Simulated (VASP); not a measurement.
A run of VASP 6.6.1 is set up as follows.

Contents of POSCAR:

```
AgCl
1.0
    0.0000000000      2.7731500000      2.6899555000
    2.7731500000      0.0000000000      2.6899555000
    2.7731500000      2.7731500000      0.0000000000
Ag Cl
1 1
Direct
    0.5000000000      0.5000000000      0.5000000000
    0.0000000000      0.0000000000      0.0000000000
```

The input INCAR.step1:

```
PREC     = Accurate       # precision mode
ENCUT    = 520            # plane-wave cutoff, eV
ISMEAR   = 0              # smearing method
SIGMA    = 0.05           # smearing width, eV
LREAL    = False          # projectors in reciprocal space
LASPH    = True           # aspherical terms in the spheres
NELM     = 100            # most SCF steps
NBANDS   = 16             # bands
GGA      = PE             # functional
ALGO     = Normal         # electronic algorithm
EDIFF    = 1E-4           # SCF threshold, eV
LWAVE    = True           # write WAVECAR
LCHARG   = False          # write CHGCAR
```

File INCAR.step2:

```
PREC     = Accurate       # precision mode
ENCUT    = 520            # plane-wave cutoff, eV
EDIFF    = 1E-6           # SCF threshold, eV
ISMEAR   = 0              # smearing method
SIGMA    = 0.05           # smearing width, eV
LREAL    = False          # projectors in reciprocal space
LASPH    = True           # aspherical terms in the spheres
NELM     = 100            # most SCF steps
ALGO     = Normal         # electronic algorithm
ISIF     = 2              # what is computed and relaxed
LWAVE    = False          # write WAVECAR
LCHARG   = False          # write CHGCAR
METAGGA  = R2SCAN         # meta-GGA
LMIXTAU  = True         
NBANDS   = 16             # bands
ISTART   = 1
```

KPOINTS

```
Automatic mesh
0
Gamma
  8 8 8
```

Potentials or basis: VASP PAW PBE potentials, release 64 (Ag, Cl).

The run is started by

```bash
$ cat potpaw_PBE.64/Ag/POTCAR potpaw_PBE.64/Cl/POTCAR > POTCAR
$ cp INCAR.step1 INCAR
$ mpirun -np 1 vasp_std > vasp.out
$ cp INCAR.step2 INCAR
$ mpirun -np 1 vasp_std > vasp.out
```

Task: What does it give for the pressure?

Result: 1.7 GPa.

Task: Estimate the band gap on the k mesh.

Result: 1.33 eV (least direct gap 3.81 eV).

Stress tensor (GPa, compression positive):
```
1.25 0.00 0.00
0.00 1.25 0.00
0.00 0.00 2.45
```

Caveat: the cell differs from its parent crystal (strain +0.000 along x and y, -0.030 along z); the PAW data sets were made with another functional, which shifts forces and pressure a little. A k mesh can miss the band edges.
